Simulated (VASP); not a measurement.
Wanted: the native input for a VASP 6.6.1 run.

```
Task                   : single point
Functional             : LDA
Potentials or basis    : VASP PAW LDA potentials, release 64 (Cu)
Cutoff                 : 520 eV
k mesh                 : 15 × 15 × 15
Occupations            : fermi-dirac, width 0.08 eV
Spin                   : no spin polarisation
Dipole correction      : no
Further INCAR settings : ALGO = Normal; EDIFF = 1e-06; NBANDS = 18
```

The structure of Cu lies in POSCAR:

```
Cu
1.0
    0.0000000000      2.0432608762      2.0432608762
    2.0432608762      0.0000000000      2.0432608762
    2.0432608762      2.0432608762      0.0000000000
Cu
2
Direct
   -0.1250000000     -0.1250000000     -0.1250000000
    0.1250000000      0.1250000000      0.1250000000
```

This cell differs from its parent crystal: volume scaled by 0.5.

These files were run (other wordings do the same):

INCAR

```
  PREC = Accurate
  ENCUT = 520
  EDIFF = 1E-6
  ISMEAR = -1
  SIGMA = 0.08
  LREAL = F
  LASPH = T
  NELM = 60
  ALGO = Normal
  ISIF = 2
  LWAVE = F
  LCHARG = F
  NBANDS = 18
```

KPOINTS

```
regular mesh
0
Gamma
  15 15 15
```

Potentials or basis: VASP PAW LDA potentials, release 64 (Cu).

The run is started by

```console
$ cat potpaw_LDA.64/Cu/POTCAR > POTCAR
$ mpirun -np 1 vasp_std > vasp.out
```

Results of the run:

The pressure is 287.5 GPa and the band gap on the k mesh is zero (band 11 reaches 14.05 eV, above the bottom of band 12 at 13.21 eV).

Run time: 29 s on 1 thread of AMD EPYC 9R14 (Zen 4) (shared host), peak memory 0.12 GiB.
